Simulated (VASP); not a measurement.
# Rh (Im-3m) in VASP: a series of runs, part 2 of 2

VASP 6.6.1. Earlier steps stand in the parts before.

## Step 4: Relaxation of cell and atoms, PBEsol

INCAR reads:

```
PREC = Accurate ; ENCUT = 500
EDIFF = 1E-7 ; ISMEAR = 0
SIGMA = 0.1 ; LREAL = F
LASPH = T ; NELM = 120
ALGO = Normal ; ISIF = 3
LWAVE = F ; LCHARG = F
GGA = PS ; IBRION = 2
NSW = 100 ; EDIFFG = -0.002
GGA_COMPAT = F ; NELMIN = 4
```

KPOINTS reads:

```
Automatic mesh
0
Gamma
  20 20 20
```

POSCAR reads:

```
Rh
1.0
   -1.5110298079      1.5110298079      1.5110298079
    1.5110298079     -1.5110298079      1.5110298079
    1.5110298079      1.5110298079     -1.5110298079
Rh
1
Direct
    0.0000000000      0.0000000000      0.0000000000
```

Potentials or basis: VASP PAW PBE potentials, release 64 (Rh_pv).

Run with:

```console
cat potpaw_PBE.64/Rh_pv/POTCAR > POTCAR
mpirun -np 1 vasp_std > vasp.out
```

OUTCAR:

```text
PREC = Accurate
   ENCUT = 500
   EDIFF = 1E-7
   ISMEAR = 0
   LREAL = F
   LASPH = T
   NELM = 120
   ISIF = 3
   GGA = PS
   IBRION = 2
   NSW = 100
   EDIFFG = -0.002
   NELMIN = 4

 ion  position               nearest neighbor table
   1  0.000  0.000  0.000-

  LATTYP: Found a body centered cubic cell.
 ALAT       =     3.0220596158

  Lattice vectors:

 A1 = (  -1.5110298079,   1.5110298079,   1.5110298079)
 A2 = (   1.5110298079,  -1.5110298079,   1.5110298079)
 A3 = (   1.5110298079,   1.5110298079,  -1.5110298079)

Analysis of symmetry for initial positions (statically):
=====================================================================
 Subroutine PRICEL returns:
 Original cell was already a primitive cell.

 Routine SETGRP: Setting up the symmetry group for a
 body centered cubic supercell.

 Subroutine GETGRP returns: Found 48 space group operations
 (whereof 48 operations were pure point group operations)
 out of a pool of 48 trial point group operations.

The static configuration has the point symmetry O_h .

Analysis of symmetry for dynamics (positions and initial velocities):
=====================================================================
 Subroutine PRICEL returns:
 Original cell was already a primitive cell.

 Routine SETGRP: Setting up the symmetry group for a
 body centered cubic supercell.

 Subroutine GETGRP returns: Found 48 space group operations
 (whereof 48 operations were pure point group operations)
 out of a pool of 48 trial point group operations.

The dynamic configuration has the point symmetry O_h .

 Subroutine INISYM returns: Found 48 space group operations
 (whereof 48 operations are pure point group operations),
 and found     1 'primitive' translations

----------------------------------------------------------------------------------------

                                     Primitive cell

  volume of cell :      13.8000

  direct lattice vectors                    reciprocal lattice vectors
    -1.511029808  1.511029808  1.511029808     0.000000000  0.330900157  0.330900157
     1.511029808 -1.511029808  1.511029808     0.330900157  0.000000000  0.330900157
     1.511029808  1.511029808 -1.511029808     0.330900157  0.330900157  0.000000000

  length of vectors
     2.617180399  2.617180399  2.617180399     0.467963489  0.467963489  0.467963489

  position of ions in fractional coordinates (direct lattice)
     0.000000000  0.000000000  0.000000000

  ion indices of the primitive-cell ions
   primitive index   ion index
                 1           1

----------------------------------------------------------------------------------------

 KPOINTS: Automatic mesh

Automatic generation of k-mesh.
 Grid dimensions read from file:
 generate k-points for:   20   20   20

 Generating k-lattice:

  Cartesian coordinates                     Fractional coordinates (reciprocal lattice)
     0.000000000  0.016545008  0.016545008     0.050000000  0.000000000  0.000000000
     0.016545008  0.000000000  0.016545008     0.000000000  0.050000000  0.000000000
     0.016545008  0.016545008  0.000000000     0.000000000  0.000000000  0.050000000

  Length of vectors
     0.023398174  0.023398174  0.023398174

  Shift w.r.t. Gamma in fractional coordinates (k-lattice)
     0.000000000  0.000000000  0.000000000
[... 44 lines left out ...]
   ICHARG =      2    charge: 1-file 2-atom 10-const
   ISPIN  =      1    spin polarized calculation?
   LNONCOLLINEAR =      F non collinear calculations
   LSORBIT =      F    spin-orbit coupling
   LASPH  =      T    aspherical Exc in radial PAW
   ENCUT  =  500.0 eV  36.75 Ry    6.06 a.u.   4.77  4.77  4.77*2*pi/ulx,y,z
   NELM   =    120;   NELMIN=  4; NELMDL= -5     # of ELM steps
   EDIFF  = 0.1E-06   stopping-criterion for ELM
   LREAL  =      F    real-space projection
   EDIFFG = -.2E-02   stopping-criterion for IOM
   NSW    =    100    number of steps for IOM
   IBRION =      2    ionic relax: 0-MD 1-quasi-New 2-CG
   NFREE  =      1    steps in history (QN), initial steepest desc. (CG)
   ISIF   =      3    stress and relaxation
   ISYM   =      2    0-nonsym 1-usesym 2-fastsym
   POTIM  = 0.5000    time-step for ionic-motion
   TEBEG  =    0.0;   TEEND  =   0.0 temperature during run
   PSTRESS=    0.0 pullay stress
   NELECT =      15.0000    total number of electrons
   NUPDOWN=      -1.0000    fix difference up-down
   EMIN   =  10.00;   EMAX   =-10.00  energy-range for DOS
   EFERMI =   0.00;   METHOD = LEGACY
   ISMEAR =     0;   SIGMA  =   0.10  broadening in eV -4-tet -1-fermi 0-gaus
   EFERMI_NEDOS =   21; number of points for ismear=-14 and -15
   IALGO  =     38    algorithm
   IMIX   =      4    mixing-type and parameters
     AMIX     =   0.40;   BMIX     =  1.00
     AMIX_MAG =   1.60;   BMIX_MAG =  1.00
  volume/ion in A,a.u.               =      13.80        93.13
  Fermi-wavevector in a.u.,A,eV,Ry     =   1.683238  3.180859 38.549258  2.833291
  Thomas-Fermi vector in A             =   2.766475
   LORBIT       =      0    0 simple, 1 ext, 2 COOP (PROOUT), +10 PAW based schemes
   GGA     = PS    functional components
   LHFCALC =     F    Hartree Fock is set to
   AEXX    =    0.0000 exact exchange contribution
   IVDW    =     0    specifies the selected vdW correction
   LEPSILON=     F    determine dielectric tensor
   LRPA    =     F    only Hartree local field effects (RPA)
 conjugate gradient relaxation of ions
 non-spin polarized calculation
 Gauss-broadening in eV      SIGMA  =   0.10
  energy-cutoff  :      500.00
  volume of cell :       13.80
 maximum number of plane-waves:       370
   NGX =  9   NGY =  9   NGZ =  9

--------------------------------------- Ionic step        1  -------------------------------------------

 number of electron      14.9999993 magnetization

 Free energy of the ion-electron system (eV)
  ---------------------------------------------------
  ext. energy  EPLUGINS =         0.00000000
  ---------------------------------------------------
  free energy    TOTEN  =        -7.75665546 eV

  energy without entropy =       -7.74360399  energy(sigma->0) =       -7.75012972

------------------------ aborting loop because EDIFF is reached ----------------------------------------

  FORCE on cell =-STRESS in cart. coord.  units (eV):
  Direction    XX          YY          ZZ          XY          YZ          ZX
  --------------------------------------------------------------------------------------
  -------------------------------------------------------------------------------------
  Total        0.1467477      0.1467477      0.1467477      0.0000000     -0.0000000      0.0000000
  in kB       17.0373786     17.0373786     17.0373786      0.0000000     -0.0000000      0.0000000
  external PRESSURE =      17.0373786 kB  Pullay stress =       0.0000000 kB
[... 57 lines left out ...]
--------------------------------------- Ionic step        3  -------------------------------------------

 number of electron      14.9999993 magnetization

 Free energy of the ion-electron system (eV)
  ---------------------------------------------------
  ext. energy  EPLUGINS =         0.00000000
  ---------------------------------------------------
  free energy    TOTEN  =        -7.75710995 eV

  energy without entropy =       -7.74395530  energy(sigma->0) =       -7.75053262

 E-fermi :  11.3958     XC(G=0): -14.1366

 val. band max:       11.3889871581   @ k =   0.3500   0.2500   0.0500
 cond. band min:      11.4001956561   @ k =  -0.3000   0.3500   0.0500
 fundamental gap:      0.0112084980
 Fermi energy:        11.3957634427

 k-point     1 :       0.0000    0.0000    0.0000
  band No.  band energies     occupation
      1     -34.5851      2.00000
      2     -34.5851      2.00000
      3     -34.5851      2.00000
      4       3.5980      2.00000
      5       8.4533      2.00000
      6       8.4533      2.00000
      7       8.4533      2.00000
      8      10.9521      2.00000
      9      10.9521      2.00000
     10      29.8286      0.00000
     11      29.8286      0.00000
[... 309 lines left out ...]
 k-point    24 :       0.2500    0.1000    0.0000
  band No.  band energies     occupation
      1     -35.0757      2.00000
      2     -34.7519      2.00000
      3     -34.6108      2.00000
      4       6.0105      2.00000
      5       7.4518      2.00000
      6       8.6650      2.00000
      7      10.4724      2.00000
      8      11.2421      1.97023
      9      11.7833      0.00000
     10      26.1099      0.00000
     11      27.8562      0.00000

 [... further k-points ...]

------------------------ aborting loop because EDIFF is reached ----------------------------------------

  FORCE on cell =-STRESS in cart. coord.  units (eV):
  Direction    XX          YY          ZZ          XY          YZ          ZX
  --------------------------------------------------------------------------------------
  -------------------------------------------------------------------------------------
  Total        0.0005826      0.0005826      0.0005826     -0.0000000     -0.0000000      0.0000000
  in kB        0.0672175      0.0672175      0.0672175     -0.0000000     -0.0000000      0.0000000
  external PRESSURE =       0.0672175 kB  Pullay stress =       0.0000000 kB
[... 16 lines left out ...]
  FREE ENERGIE OF THE ION-ELECTRON SYSTEM (eV)
  ---------------------------------------------------
  free  energy   TOTEN  =        -7.7571099518 eV

  energy  without entropy=       -7.7439552957  energy(sigma->0) =       -7.75053262

 reached required accuracy - stopping structural energy minimisation
```

It took 2 min on 1 thread of Intel Xeon 8259CL, shared host; peak memory 0.16 GiB.

Results:

```yaml
Free_energy: -7.7571 eV
Relaxed_volume: 13.89 Å³/atom
Relaxed_cell: a = 2.623 Å, b = 2.623 Å, c = 2.623 Å, α = 109.47°, β = 109.47°, γ = 109.47°
Space_group_after_relaxing_to_0.1_Å: Im-3m (No. 229)
Energy_gained_by_relaxing: 0.5 meV/atom
Ionic_steps: 3
Pressure_after_relaxing: 0.0 GPa
Band_gap_on_the_k_mesh: zero (an odd number of electrons rules out a gap without spin polarisation)
```

Step by step:
| step | energy change (eV) | largest force (eV/Å) | pressure (GPa) | volume (Å³) |
| --- | --- | --- | --- | --- |
| 1 | 0.0000 | 0.0000 | 1.70 | 13.80 |
| 2 | 0.0021 | 0.0000 | -3.86 | 14.10 |
| 3 | -0.0005 | 0.0000 | 0.01 | 13.89 |

Final structure:
```
CELL_PARAMETERS angstrom
-1.51419 1.51419 1.51419
1.51419 -1.51419 1.51419
1.51419 1.51419 -1.51419
ATOMIC_POSITIONS crystal
Rh 0.00000 0.00000 0.00000
```

Caveat: the PAW data sets were made with another functional, which shifts forces and pressure a little.

## Step 5: The runs side by side

| task | cell | k mesh | gap on the mesh (eV) | pressure (GPa) |
| --- | --- | --- | --- | --- |
| single point | a = 2.617 Å, angles 109.5°, 1 atom | 8 × 8 × 8 | none | 1.8 |
| single point | a = 2.623 Å, angles 109.5°, 1 atom | 20 × 20 × 20 | none | -0.1 |
| relaxation of cell and atoms | relaxed from a = 2.617 Å, angles 109.5°, 1 atom | 20 × 20 × 20 | none | 0.0 |

Alike in all rows: level PBEsol; potentials or basis VASP PAW PBE potentials, release 64 (Rh_pv); no spin polarisation; cutoff (eV) 500; smearing gaussian 0.1 eV.

Caveats: some runs use coarse meshes; the PAW data sets were made with another functional, which shifts forces and pressure a little.

Absolute energies hang on the potentials; compare differences alone.

The gap in the log of VASP goes by the Fermi energy; the results here count the filled bands.